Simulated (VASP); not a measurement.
Set up this calculation in VASP 6.6.1, as the native input.

* Task: single point
* Functional: PBE
* Potentials or basis: VASP PAW PBE potentials, release 64 (Pb_d, F)
* Cutoff: 520 eV
* k mesh: 8 × 8 × 8
* Occupations: gaussian, width 0.05 eV
* Spin: no spin polarisation
* Dipole correction: no
* Further INCAR settings: ALGO = Normal; EDIFF = 1e-06; NBANDS = 21

The structure of PbF2 lies in POSCAR:

```
PbF2
1.0
    0.0371231250      2.9698500000      2.9698500000
    3.0069731250      0.0000000000      3.0069731250
    2.9698500000      2.9698500000      0.0371231250
Pb F
1 2
Direct
    0.0000000000      0.0000000000      0.0000000000
    0.2500000000      0.2500000000      0.2500000000
    0.7500000000      0.7500000000      0.7500000000
```

This cell differs from its parent crystal: strain +0.0250 x Voigt [0, 0, 0, 0, 1, 0].

These files were run (other wordings do the same):

INCAR

```
  ALGO = Normal
  EDIFF = 1E-6
  ENCUT = 520
  GGA = PE
  ISIF = 2
  ISMEAR = 0
  LASPH = T
  LCHARG = F
  LREAL = F
  LWAVE = F
  NBANDS = 21
  NELM = 80
  PREC = Accurate
  SIGMA = 0.05
```

KPOINTS

```
k-points
0
Gamma
  8 8 8
```

Potentials or basis: VASP PAW PBE potentials, release 64 (Pb_d, F).

The run is started by

```bash
$ cat potpaw_PBE.64/Pb_d/POTCAR potpaw_PBE.64/F/POTCAR > POTCAR
$ mpirun -np 1 vasp_std > vasp.out
```

It gave:

```
Pressure               : 2.1 GPa
Largest force          : 0.071 eV/Å
Band gap on the k mesh : 4.41 eV, indirect (least direct gap 4.56 eV)
```

Caveat: the cell differs from its parent crystal (strain +0.0250 x Voigt [0, 0, 0, 0, 1, 0]); spin-orbit coupling is left out, which moves the levels of the heavy elements.

It took 30 s on 1 thread of Intel(R) Xeon(R) 6975P-C (Granite Rapids) (shared host), peak memory 0.23 GiB.
